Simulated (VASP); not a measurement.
# Ru (P6_3/mmc) in VASP: a series of runs

Ru is run at these levels: PBEsol; tasks: single point.

Program: VASP 6.6.1. These are calculated values, not measurements. Logs are shortened: lines on timing, memory, paths and dates and some standing lists are left out, and cuts for length are marked.

## 1. The cell of the first run

Symmetry: P6_3/mmc, No. 194, hexagonal system. Conventional cell: a = 2.803 Å, b = 2.803 Å, c = 4.559 Å, α = 90.00°, β = 90.00°, γ = 120.00°. Ru (site symmetry -6m2) has 12 Ru at 2.80 Å within 3.7 Å.

## 2. Single point, PBEsol

Input file INCAR:

```
ALGO = Fast ; EDIFF = 1E-6
ENCUT = 520 ; GGA = PS
ISIF = 2 ; ISMEAR = 0
LASPH = T ; LCHARG = T
LELF = T ; LREAL = F
LVHAR = T ; LWAVE = F
NBANDS = 21 ; NELM = 80
PREC = Accurate ; SIGMA = 0.15
```

Input file KPOINTS:

```
k-points
0
Gamma
  18 18 10
```

Input file POSCAR:

```
Ru
1.0
    2.8027000000      0.0000000000      0.0000000000
   -1.4013500000      2.4272093992      0.0000000000
    0.0000000000      0.0000000000      4.5586000000
Ru
2
Direct
    0.3333333333      0.6666666667      0.2500000000
    0.6666666667      0.3333333333      0.7500000000
```

Potentials or basis: VASP PAW PBE potentials, release 64 (Ru_pv).

Started as:

```
cat potpaw_PBE.64/Ru_pv/POTCAR > POTCAR
mpirun -np 1 vasp_std > vasp.out
```

OUTCAR:

```text
EDIFF = 1E-6
   ENCUT = 520
   GGA = PS
   ISIF = 2
   ISMEAR = 0
   LASPH = T
   LREAL = F
   NELM = 80
   PREC = Accurate

 ion  position               nearest neighbor table
   1  0.333  0.667  0.250-   2 2.80   2 2.80   2 2.80   2 2.80   2 2.80   2 2.80
   2  0.667  0.333  0.750-   1 2.80   1 2.80   1 2.80   1 2.80   1 2.80   1 2.80

  LATTYP: Found a hexagonal cell.
 ALAT       =     2.8027000000
 C/A-ratio  =     1.6265030149

  Lattice vectors:

 A1 = (   2.8027000000,   0.0000000000,   0.0000000000)
 A2 = (  -1.4013500000,   2.4272093992,   0.0000000000)
 A3 = (   0.0000000000,   0.0000000000,   4.5586000000)

Analysis of symmetry for initial positions (statically):
=====================================================================
 Subroutine PRICEL returns:
 Original cell was already a primitive cell.

 Routine SETGRP: Setting up the symmetry group for a
 hexagonal supercell.

 Subroutine GETGRP returns: Found 24 space group operations
 (whereof 12 operations were pure point group operations)
 out of a pool of 24 trial point group operations.

The static configuration has the point symmetry D_3d.
 The point group associated with its full space group is D_6h.

Analysis of symmetry for dynamics (positions and initial velocities):
=====================================================================
 Subroutine PRICEL returns:
 Original cell was already a primitive cell.

 Routine SETGRP: Setting up the symmetry group for a
 hexagonal supercell.

 Subroutine GETGRP returns: Found 24 space group operations
 (whereof 12 operations were pure point group operations)
 out of a pool of 24 trial point group operations.

The dynamic configuration has the point symmetry D_3d.
 The point group associated with its full space group is D_6h.

 Subroutine INISYM returns: Found 24 space group operations
 (whereof 12 operations are pure point group operations),
 and found     1 'primitive' translations

----------------------------------------------------------------------------------------

                                     Primitive cell

  volume of cell :      31.0110

  direct lattice vectors                    reciprocal lattice vectors
     2.802700000  0.000000000  0.000000000     0.356798801  0.205997884  0.000000000
    -1.401350000  2.427209399  0.000000000     0.000000000  0.411995768  0.000000000
     0.000000000  0.000000000  4.558600000     0.000000000  0.000000000  0.219365595

  length of vectors
     2.802700000  2.802700000  4.558600000     0.411995768  0.411995768  0.219365595

  position of ions in fractional coordinates (direct lattice)
     0.333333333  0.666666667  0.250000000
     0.666666667  0.333333333  0.750000000

  ion indices of the primitive-cell ions
   primitive index   ion index
                 1           1
                 2           2

----------------------------------------------------------------------------------------

 KPOINTS: k-points

Automatic generation of k-mesh.
 Grid dimensions read from file:
 generate k-points for:   18   18   10

 Generating k-lattice:

  Cartesian coordinates                     Fractional coordinates (reciprocal lattice)
     0.019822156  0.011444327  0.000000000     0.055555556 -0.000000000  0.000000000
     0.000000000  0.022888654  0.000000000     0.000000000  0.055555556  0.000000000
     0.000000000  0.000000000  0.021936559     0.000000000  0.000000000  0.100000000

  Length of vectors
     0.022888654  0.022888654  0.021936559

  Shift w.r.t. Gamma in fractional coordinates (k-lattice)
     0.000000000  0.000000000  0.000000000

 Subroutine IBZKPT returns following result:
 ===========================================

 Found    222 irreducible k-points:

 Following reciprocal coordinates:
            Coordinates               Weight
  0.000000  0.000000  0.000000      1.000000
  0.055556  0.000000  0.000000      6.000000
  0.111111  0.000000  0.000000      6.000000
  0.166667  0.000000  0.000000      6.000000
  0.222222  0.000000  0.000000      6.000000
  0.277778  0.000000  0.000000      6.000000
[... 16 lines left out ...]
  0.333333  0.111111  0.000000     12.000000
  0.388889  0.111111  0.000000     12.000000
 [... further k-points ...]
   k-points           NKPTS =    222   k-points in BZ     NKDIM =    222   number of bands    NBANDS=     21
   number of dos      NEDOS =    301   number of ions     NIONS =      2
   total plane-waves  NPLWV =  20736
   dimension x,y,z NGX =    24 NGY =   24 NGZ =   36
   dimension x,y,z NGXF=    48 NGYF=   48 NGZF=   72
   ions per type =               2
   NGX,Y,Z   is equivalent  to a cutoff of  14.24, 14.24, 13.13 a.u.
   NGXF,Y,Z  is equivalent  to a cutoff of  28.47, 28.47, 26.26 a.u.
 SYSTEM =  unknown system
   PREC   = accura    normal or accurate (medium, high low for compatibility)
   ISTART =      0    job   : 0-new  1-cont  2-samecut
   ICHARG =      2    charge: 1-file 2-atom 10-const
   ISPIN  =      1    spin polarized calculation?
   LNONCOLLINEAR =      F non collinear calculations
   LSORBIT =      F    spin-orbit coupling
   LASPH  =      T    aspherical Exc in radial PAW
   ENCUT  =  520.0 eV  38.22 Ry    6.18 a.u.   5.21  5.21  8.48*2*pi/ulx,y,z
   NELM   =     80;   NELMIN=  2; NELMDL= -5     # of ELM steps
   EDIFF  = 0.1E-05   stopping-criterion for ELM
   LREAL  =      F    real-space projection
   EDIFFG = 0.1E-04   stopping-criterion for IOM
   NSW    =      0    number of steps for IOM
   IBRION =     -1    ionic relax: 0-MD 1-quasi-New 2-CG
   NFREE  =      0    steps in history (QN), initial steepest desc. (CG)
   ISIF   =      2    stress and relaxation
   ISYM   =      2    0-nonsym 1-usesym 2-fastsym
   POTIM  = 0.5000    time-step for ionic-motion
   TEBEG  =    0.0;   TEEND  =   0.0 temperature during run
   PSTRESS=    0.0 pullay stress
   NELECT =      28.0000    total number of electrons
   NUPDOWN=      -1.0000    fix difference up-down
   EMIN   =  10.00;   EMAX   =-10.00  energy-range for DOS
   EFERMI =   0.00;   METHOD = LEGACY
   ISMEAR =     0;   SIGMA  =   0.15  broadening in eV -4-tet -1-fermi 0-gaus
   EFERMI_NEDOS =   21; number of points for ismear=-14 and -15
   IALGO  =     68    algorithm
   IMIX   =      4    mixing-type and parameters
     AMIX     =   0.40;   BMIX     =  1.00
     AMIX_MAG =   1.60;   BMIX_MAG =  1.00
  volume/ion in A,a.u.               =      15.51       104.64
  Fermi-wavevector in a.u.,A,eV,Ry     =   1.582301  2.990115 34.064579  2.503676
  Thomas-Fermi vector in A             =   2.682245
   LORBIT       =      0    0 simple, 1 ext, 2 COOP (PROOUT), +10 PAW based schemes
   GGA     = PS    functional components
   LHFCALC =     F    Hartree Fock is set to
   AEXX    =    0.0000 exact exchange contribution
   IVDW    =     0    specifies the selected vdW correction
   LEPSILON=     F    determine dielectric tensor
   LRPA    =     F    only Hartree local field effects (RPA)
 non-spin polarized calculation
 RMM-DIIS sequential band-by-band and
 Gauss-broadening in eV      SIGMA  =   0.15
  energy-cutoff  :      520.00
  volume of cell :       31.01
 maximum number of plane-waves:       849
 NGX is ok and might be reduce to    24
   NGX = 11   NGY = 11   NGZ = 17

 number of electron      27.9999996 magnetization

 Free energy of the ion-electron system (eV)
  ---------------------------------------------------
  ext. energy  EPLUGINS =         0.00000000
  ---------------------------------------------------
  free energy    TOTEN  =       -19.75076451 eV

  energy without entropy =      -19.72907894  energy(sigma->0) =      -19.73992173

 E-fermi :  10.4142     XC(G=0): -13.4738

 val. band max:       10.4095709534   @ k =   0.4444   0.0000   0.2000
 cond. band min:      10.4148427040   @ k =   0.1667   0.1111   0.3000
 fundamental gap:      0.0052717506
 Fermi energy:        10.4142413230

 k-point     1 :       0.0000    0.0000    0.0000
  band No.  band energies     occupation
      1     -32.7136      2.00000
      2     -32.1171      2.00000
      3     -32.1171      2.00000
      4     -32.0245      2.00000
      5     -32.0205      2.00000
      6     -32.0205      2.00000
[... 13 lines left out ...]
     20      20.8849      0.00000
     21      20.8892      0.00000

 k-point     2 :       0.0556    0.0000    0.0000
  band No.  band energies     occupation
      1     -32.7069      2.00000
      2     -32.1327      2.00000
      3     -32.1221      2.00000
      4     -32.0367      2.00000
      5     -32.0271      2.00000
      6     -32.0230      2.00000
[... 13 lines left out ...]
     20      20.8849      0.00000
     21      20.8888      0.00000

 k-point     3 :       0.1111    0.0000    0.0000
  band No.  band energies     occupation
      1     -32.6873      2.00000
      2     -32.1776      2.00000
      3     -32.1364      2.00000
      4     -32.0830      2.00000
      5     -32.0351      2.00000
      6     -32.0304      2.00000
[... 13 lines left out ...]
     20      20.8848      0.00000
     21      20.8886      0.00000

 k-point     4 :       0.1667    0.0000    0.0000
  band No.  band energies     occupation
      1     -32.6559      2.00000
      2     -32.2465      2.00000
      3     -32.1578      2.00000
      4     -32.1530      2.00000
      5     -32.0487      2.00000
      6     -32.0420      2.00000
[... 13 lines left out ...]
     20      20.8847      0.00000
     21      20.8882      0.00000

 k-point     5 :       0.2222    0.0000    0.0000
  band No.  band energies     occupation
      1     -32.6149      2.00000
      2     -32.3310      2.00000
      3     -32.2373      2.00000
      4     -32.1835      2.00000
      5     -32.0677      2.00000
      6     -32.0568      2.00000
[... 13 lines left out ...]
     20      20.8869      0.00000
     21      20.9293      0.00000
[... 382 lines left out ...]
     20      22.4510      0.00000
     21      23.9670      0.00000

 k-point    22 :       0.2778    0.1111    0.0000
  band No.  band energies     occupation
      1     -32.5016      2.00000
      2     -32.4970      2.00000
      3     -32.4204      2.00000
      4     -32.2507      2.00000
      5     -32.1297      2.00000
      6     -32.1234      2.00000
[... 13 lines left out ...]
     20      20.6837      0.00000
     21      23.2319      0.00000

 k-point    23 :       0.3333    0.1111    0.0000
  band No.  band energies     occupation
      1     -32.5608      2.00000
      2     -32.4682      2.00000
      3     -32.4532      2.00000
      4     -32.2802      2.00000
      5     -32.1611      2.00000
      6     -32.1393      2.00000
[... 13 lines left out ...]
     20      20.0359      0.00000
     21      22.3541      0.00000

 k-point    24 :       0.3889    0.1111    0.0000
  band No.  band energies     occupation
      1     -32.6022      2.00000
      2     -32.4993      2.00000
      3     -32.4143      2.00000
      4     -32.2993      2.00000
      5     -32.1890      2.00000
      6     -32.1496      2.00000
[... 13 lines left out ...]
     20      20.9261      0.00000
     21      21.7254      0.00000

 [... further k-points ...]
[... 5 lines left out ...]
  --------------------------------------------------------------------------------------
  -------------------------------------------------------------------------------------
  Total       -6.4113060     -6.4113060     -8.4065267     -0.0000000      0.0000000      0.0000000
  in kB     -331.2392103   -331.2392103   -434.3220033     -0.0000000      0.0000000      0.0000000
  external PRESSURE =    -365.6001413 kB  Pullay stress =       0.0000000 kB

 VOLUME and BASIS-vectors are now :
 -----------------------------------------------------------------------------
  energy-cutoff  :      520.00
  volume of cell :       31.01
      direct lattice vectors                 reciprocal lattice vectors
     2.802700000  0.000000000  0.000000000     0.356798801  0.205997884  0.000000000
    -1.401350000  2.427209399  0.000000000     0.000000000  0.411995768  0.000000000
     0.000000000  0.000000000  4.558600000     0.000000000  0.000000000  0.219365595

 POSITION                                       TOTAL-FORCE (eV/Angst)
 -----------------------------------------------------------------------------------
     -0.00000      1.61814      1.13965         0.000000     -0.000000      0.000000
      1.40135      0.80907      3.41895        -0.000000      0.000000      0.000000
 -----------------------------------------------------------------------------------
    total drift:                               -0.000000      0.000000     -0.000000

  FREE ENERGIE OF THE ION-ELECTRON SYSTEM (eV)
  ---------------------------------------------------
  free  energy   TOTEN  =       -19.7507645106 eV

  energy  without entropy=      -19.7290789444  energy(sigma->0) =      -19.73992173
```

Run time: 2 min. Hardware: 1 thread of Intel Xeon Platinum 8488C (Sapphire Rapids), shared host; peak memory 0.24 GiB.

Results:

- Free energy: -19.7508 eV
- Pressure: -36.6 GPa
- Band gap on the k mesh: zero (band 14 reaches 11.70 eV, above the bottom of band 15 at 9.21 eV)

Stress tensor (GPa, compression positive):
```
-33.12   0.00   0.00
  0.00 -33.12   0.00
  0.00   0.00 -43.43
```

Caveat: the PAW data sets were made with another functional, which shifts forces and pressure a little.

## 3. Single point, PBEsol

This run uses another cell than the first one, of 15.57 Å³/atom, 1.004 times its volume.

Input file INCAR:

```
PREC = Accurate
ENCUT = 520
EDIFF = 1E-7
ISMEAR = 0
SIGMA = 0.15
LREAL = F
LASPH = T
NELM = 100
ALGO = Fast
ISIF = 2
LWAVE = F
LCHARG = F
GGA = PS
NBANDS = 21
```

Input file KPOINTS:

```
regular mesh
0
Gamma
  18 18 10
```

Input file POSCAR:

```
Ru
1.0
    2.8403000000      0.0000000000      0.0000000000
   -1.4201500000      2.4597719544      0.0000000000
    0.0000000000      0.0000000000      4.4565000000
Ru
2
Direct
    0.3333333333      0.6666666667      0.2500000000
    0.6666666667      0.3333333333      0.7500000000
```

Potentials or basis: VASP PAW PBE potentials, release 64 (Ru_pv).

Started as:

```
cat potpaw_PBE.64/Ru_pv/POTCAR > POTCAR
mpirun -np 1 vasp_std > vasp.out
```

Wall time 1.8 min (1 thread of Intel Xeon Platinum 8488C (Sapphire Rapids), shared host); peak memory 0.23 GiB.

It converged, with:

```yaml
Free_energy: -19.7470 eV
Pressure: -37.0 GPa
Band_gap_on_the_k_mesh: zero (band 14 reaches 11.58 eV, above the bottom of band 15 at 9.02 eV)
```

Stress tensor (GPa, compression positive):
```
-36.86   0.00   0.00
  0.00 -36.86   0.00
  0.00   0.00 -37.32
```

Levels at points of the mesh, in eV from the Fermi level:
| k point | band 10 | band 11 | band 12 | band 13 | band 14 | band 15 | band 16 | band 17 | band 18 | band 19 |
| --- | --- | --- | --- | --- | --- | --- | --- | --- | --- | --- |
| (0.00, 0.00, 0.00) | -2.12 | -1.91 | -1.56 | -1.56 | -1.19 | -1.19 | 0.96 | 0.96 | 1.23 | 8.82 |
| (0.50, 0.00, 0.00) | -2.51 | -1.69 | -1.60 | -1.24 | 1.09 | 1.44 | 1.55 | 3.36 | 5.14 | 9.86 |
| (0.00, 0.00, 0.50) | -2.28 | -2.28 | -2.28 | -2.27 | -2.27 | 0.43 | 0.43 | 0.43 | 0.43 | 10.47 |
| (0.50, 0.00, 0.50) | -3.68 | -0.88 | -0.88 | 0.36 | 0.36 | 1.30 | 1.30 | 2.90 | 2.90 | 8.97 |

Caveat: the PAW data sets were made with another functional, which shifts forces and pressure a little.

(Continued in part 2 of 2.)
